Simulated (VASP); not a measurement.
# Rh: single point with PBE

The system is Rh.

```
Rh
1.0
     2.26568    0.00000    0.00000
    -1.13284    1.96213    0.00000
     0.00000    0.00000    3.69370
Rh
2
Direct
  0.33333 0.66667 0.25000
  0.66667 0.33333 0.75000
```

This isn't the form of Rh at room conditions, which is fcc.

```
Program                : VASP 6.6.1
Task                   : single point
Functional             : PBE
Potentials or basis    : VASP PAW PBE potentials, release 64 (Rh_pv)
Cutoff                 : 520 eV
k mesh                 : 19 × 19 × 11
Occupations            : fermi-dirac, width 0.05 eV
Spin                   : no spin polarisation
Dipole correction      : no
Further INCAR settings : ALGO = Normal; EDIFF = 1e-06; NBANDS = 22
```

| Property | Result |
| --- | --- |
| Pressure | 526.2 GPa |
| Band gap on the k mesh | zero (bands 15 and 16 overlap by 5.07 eV) |

Stress tensor (GPa, compression positive):
```
526.17   0.00   0.00
  0.00 526.17   0.00
  0.00   0.00 526.25
```

Levels at points of the mesh, in eV from the Fermi level:
| k point | band 12 | band 13 | band 14 | band 15 | band 16 | band 17 | band 18 | band 19 |
| --- | --- | --- | --- | --- | --- | --- | --- | --- |
| (0.00, 0.00, 0.00) | -5.60 | -5.60 | -4.17 | -4.17 | 0.15 | 0.15 | 0.93 | 14.21 |

Wall time 110 s on 1 thread of Intel Xeon 8259CL, on a shared host, peak memory 0.18 GiB.

Caveat: the cell stands under pressure.
